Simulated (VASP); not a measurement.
A run of VASP 6.6.1 is set up as follows.

File INCAR:

```
SYSTEM = Ag
PREC = Accurate
ENCUT = 520
EDIFF = 1E-7
ISMEAR = -1
SIGMA = 0.1
LREAL = .False.
LASPH = .True.
NELM = 60
ALGO = Normal
ISIF = 2
LWAVE = .False.
LCHARG = .False.
GGA = PE
NBANDS = 18
```

The input KPOINTS:

```
Automatic mesh
0
Gamma
  14 14 14
  0 0 0
```

The input POSCAR:

```
Ag
1.0
    0.0000000000      3.1478096294      3.1478096294
    3.1478096294      0.0000000000      3.1478096294
    3.1478096294      3.1478096294      0.0000000000
Ag
2
Direct
    0.1250000000      0.1250000000      0.1250000000
    0.8750000000      0.8750000000      0.8750000000
```

Potentials or basis: VASP PAW PBE potentials, release 64 (Ag).

Command:

```bash
$ cat potpaw_PBE.64/Ag/POTCAR > POTCAR
$ mpirun -np 1 vasp_std > vasp.out
```

Problem. Estimate the pressure.

Solution. -1.0 GPa.

Problem. Estimate the band gap on the k mesh.

Solution. Zero (bands 11 and 12 overlap by 0.83 eV).
